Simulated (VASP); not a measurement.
Write the native input for VASP 6.6.1 that does the following.

- Task: single point
- Functional: LDA
- Potentials or basis: VASP PAW LDA potentials, release 64 (Zr_sv, S)
- Cutoff: 520 eV
- k mesh: 14 × 14 × 14
- Occupations: fermi-dirac, width 0.15 eV
- Spin: no spin polarisation
- Dipole correction: no
- Further INCAR settings: ALGO = Normal; EDIFF = 1e-06; NBANDS = 16

The structure of ZrS lies in POSCAR:

```
ZrS
1.0
    0.0000000000      2.5852389748      2.5852389748
    2.5852389748      0.0000000000      2.5852389748
    2.5852389748      2.5852389748      0.0000000000
Zr S
1 1
Direct
    0.0000000000      0.0000000000      0.0000000000
    0.5000000000      0.5000000000      0.5000000000
```

This cell differs from its parent crystal: volume scaled by 1.02.

These files were run (other wordings do the same):

INCAR

```
SYSTEM = ZrS
PREC = Accurate ; ENCUT = 520
EDIFF = 1E-6 ; ISMEAR = -1
SIGMA = 0.15 ; LREAL = .FALSE.
LASPH = .TRUE. ; NELM = 60
ALGO = Normal ; ISIF = 2
LWAVE = .FALSE. ; LCHARG = .FALSE.
GGA = CA ; NBANDS = 16
```

KPOINTS

```
Automatic mesh
0
G
  14 14 14
  0 0 0
```

Potentials or basis: VASP PAW LDA potentials, release 64 (Zr_sv, S).

Command:

```sh
$ cat potpaw_LDA.64/Zr_sv/POTCAR potpaw_LDA.64/S/POTCAR > POTCAR
$ mpirun -np 1 vasp_std > vasp.out
```

Results of the run:

```
Pressure               : -2.7 GPa
Band gap on the k mesh : zero (band 9 reaches 12.66 eV, above the bottom of band 10 at 9.64 eV)
```

Wall time 39 s on 1 thread of Intel(R) Xeon(R) Platinum 8259CL CPU @ 2.50GHz (Skylake/Cascade Lake) (shared host), peak memory 0.18 GiB.
